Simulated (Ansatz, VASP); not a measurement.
# Two plane-wave programs on CaO

File POSCAR:

```
CaO
1.0
    2.9343009382      0.0000000000      0.0000000000
    0.0000000000      2.9343009382      0.0000000000
    0.0000000000      0.0000000000      2.9343009382
Ca O
1 1
Direct
    0.0000000000      0.0000000000      0.0000000000
    0.5000000000      0.5000000000      0.5000000000
```

The input INCAR.step1:

```
ALGO     = Normal         # electronic algorithm
EDIFF    = 1E-4           # SCF threshold, eV
ENCUT    = 520            # plane-wave cutoff, eV
GGA      = PE             # functional
ISMEAR   = 0              # smearing method
LASPH    = True           # aspherical terms in the spheres
LCHARG   = False          # write CHGCAR
LREAL    = False          # projectors in reciprocal space
LWAVE    = True           # write WAVECAR
NBANDS   = 15             # bands
NELM     = 80             # most SCF steps
PREC     = Accurate       # precision mode
SIGMA    = 0.05           # smearing width, eV
```

Contents of INCAR.step2:

```
ALGO     = Normal         # electronic algorithm
EDIFF    = 1E-6           # SCF threshold, eV
ENCUT    = 520            # plane-wave cutoff, eV
ISIF     = 2              # what is computed and relaxed
ISMEAR   = 0              # smearing method
ISTART   = 1            
LASPH    = True           # aspherical terms in the spheres
LCHARG   = False          # write CHGCAR
LMIXTAU  = True         
LREAL    = False          # projectors in reciprocal space
LWAVE    = False          # write WAVECAR
METAGGA  = R2SCAN         # meta-GGA
NBANDS   = 15             # bands
NELM     = 80             # most SCF steps
PREC     = Accurate       # precision mode
SIGMA    = 0.05           # smearing width, eV
```

KPOINTS

```
k-points
0
Gamma
  8 8 8
```

Input for Ansatz:

```yaml
crystal:
  lattice:
    - [2.9343009382, 0.0, 0.0]
    - [0.0, 2.9343009382, 0.0]
    - [0.0, 0.0, 2.9343009382]
  atoms:
    - { symbol: Ca, position: [0.0, 0.0, 0.0] }
    - { symbol: O, position: [0.5, 0.5, 0.5] }
basis:
  ecutwfc: 500
  ecutrho_ratio: 4
kpoints:
  mp_grid: { grid: [8, 8, 8] }
hamiltonian:
  xc: r2scan
scf:
  occupations: { method: gaussian, width: 0.05 }
output:
  forces: true
  stress: true
  eigenvalues: true
```

Alike in both runs: task single point; functional r2SCAN; k mesh 8 × 8 × 8; occupations gaussian, width 0.05 eV; no spin polarisation.

```csv
,VASP,Ansatz
version,VASP 6.6.1,Ansatz 0.2.0
potentials or method,"VASP PAW PBE potentials, release 64 (Ca_sv, O), cutoff 520 eV","scalar-relativistic, plane waves, PAW"
valence electrons in the cell,16,16
```

|  | VASP | Ansatz | Ansatz less VASP |
| --- | --- | --- | --- |
| gap on the k mesh at the Fermi level (eV) | 3.28 | 3.28 | -0.002 |
| least direct gap on the mesh (eV) | 3.59 | 3.59 | 0.000 |
| pressure (GPa) | -2.7 | -3.7 | -0.94 |

VASP's potentials were made for PBE, not for r2SCAN.
